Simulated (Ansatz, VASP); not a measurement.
## PbS in VASP and in Ansatz

```xyz
2
Lattice="-0.0296 2.9502 2.9502 2.9502 -0.0296 2.9502 2.9502 2.9502 -0.0296" Properties=species:S:1:pos:R:3 pbc="T T T"
Pb    0.0000    0.0000    0.0000
S     2.9354    2.9354    2.9354
```

Change from the starting cell: equal xy, yz and zx shear strains of -1 %, PAW files.

Alike in both runs: task electric field gradients; functional LDA; k mesh 7 × 7 × 7; occupations fermi-dirac, width 0.01 eV; no spin polarisation.

```csv
,VASP,Ansatz
version,VASP 6.6.1,Ansatz 0.2.0
potentials or method,"VASP PAW LDA potentials, release 64 (Pb_d, S)","PAW with Ansatz's default frozen-core files, scalar-relativistic"
plane-wave cutoff (eV),520,420
valence electrons in the cell,20,20
```

|  | VASP | Ansatz | Ansatz less VASP |
| --- | --- | --- | --- |
| gap on the k mesh at the Fermi level (eV) | 0.78 | 0.79 | +0.007 |
| pressure (GPa) | -2.6 | -2.6 | -0.05 |
| traceless stress, the component that is largest in VASP (GPa) | 0.21 | 0.21 | +0.001 |
| size of Vzz on the site where it differs most (V/Å²) | 2.2 | 4.0 | +1.82 |

LDA's correlation is that of Perdew and Zunger in VASP and of Perdew and Wang (1992) in Ansatz.

Spin-orbit coupling is off throughout.
